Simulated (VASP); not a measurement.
Input of a VASP 6.6.1 run:

File INCAR:

```
PREC     = Accurate       # precision mode
ENCUT    = 520            # plane-wave cutoff, eV
EDIFF    = 1E-6           # SCF threshold, eV
ISMEAR   = -1             # smearing method
SIGMA    = 0.02           # smearing width, eV
LREAL    = F              # projectors in reciprocal space
LASPH    = T              # aspherical terms in the spheres
NELM     = 100            # most SCF steps
ALGO     = Normal         # electronic algorithm
ISIF     = 2              # what is computed and relaxed
LWAVE    = F              # write WAVECAR
LCHARG   = F              # write CHGCAR
GGA      = PE             # functional
NBANDS   = 56             # bands
```

The input KPOINTS:

```
regular mesh
0
Gamma
  6 6 6
```

Contents of POSCAR:

```
HfO2
1.0
    5.2465062900      0.0000000000      0.0000000000
    0.0000000000      5.0303689240      0.0000000000
    0.0000000000      0.0000000000      4.9581130347
Hf O
4 8
Direct
    0.0324163125      0.2675474268      0.2441725759
    0.4675836875      0.2675474268      0.7441725759
    0.5324163125      0.7324525732      0.2441725759
    0.9675836875      0.7324525732      0.7441725759
    0.3710367022      0.0748916212      0.3749259631
    0.1289632978      0.0748916212      0.8749259631
    0.7351422364      0.4589508322      0.4939014610
    0.7648577636      0.4589508322      0.9939014610
    0.2648577636      0.5410491678      0.9939014610
    0.2351422364      0.5410491678      0.4939014610
    0.8710367022      0.9251083788      0.3749259631
    0.6289632978      0.9251083788      0.8749259631
```

Potentials or basis: VASP PAW PBE potentials, release 64 (Hf_pv, O).

Command:

```console
$ cat potpaw_PBE.64/Hf_pv/POTCAR potpaw_PBE.64/O/POTCAR > POTCAR
$ mpirun -np 1 vasp_std > vasp.out
```

**Question.** Estimate the pressure.

**Answer.** 6.8 GPa.

**Question.** What does it give for the band gap on the k mesh?

**Answer.** 4.48 eV (least direct gap 4.68 eV).

**Question.** Estimate the largest force.

**Answer.** 0.037 eV/Å.

Stress tensor (GPa, compression positive):
```
 4.86  0.00  0.00
 0.00  5.29  0.00
 0.00  0.00 10.28
```

Caveat: the cell differs from its parent crystal (uniaxial z strain -2.0%); the stress differs along the axes, from 5 to 10 GPa; spin-orbit coupling is left out, which moves the levels of the heavy elements. A k mesh can miss the band edges.
